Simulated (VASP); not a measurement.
NiO:

```
CELL_PARAMETERS angstrom
0.00000 2.09131 2.09131
2.09131 0.00000 2.09131
2.09131 2.09131 0.00000
ATOMIC_POSITIONS crystal
Ni 0.00000 0.00000 0.00000
O 0.50000 0.50000 0.50000
```

Base run:

```yaml
Program: VASP 6.6.1
Functional: PBEsol
Potentials_or_basis: VASP PAW PBE potentials, release 64 (Ni, O)
Cutoff: 520 eV
k_mesh: 8 × 8 × 8
Occupations: gaussian, width 0.05 eV
Spin: no spin polarisation
Hubbard_terms: Ni d U = 4.0 eV
```

Its results: band gap on the k mesh zero (band 8 reaches 8.58 eV, above the bottom of band 9 at 5.67 eV); pressure -18.3 GPa.

Question: The run is repeated on the same cell with these changes: spin from no spin polarisation to collinear spin, ferromagnetic start; further incar settings from ALGO = Normal; EDIFF = 1e-06; NBANDS = 15 to ALGO = Normal; EDIFF = 1e-06; NBANDS = 19. What comes out?

Answer: Band gap on the k mesh 1.16 eV, indirect (least direct gap 2.08 eV); pressure -5.9 GPa; net moment 2.00 μB per cell; site moments Ni +1.74; O +0.24 μB.

Caveats: the PAW data sets were made with another functional, which shifts forces and pressure a little; U without spin polarisation on a metal has little footing (some runs); a cell with one magnetic atom can't hold antiferromagnetic order, which such compounds often take (some runs).

A k mesh can miss the band edges.
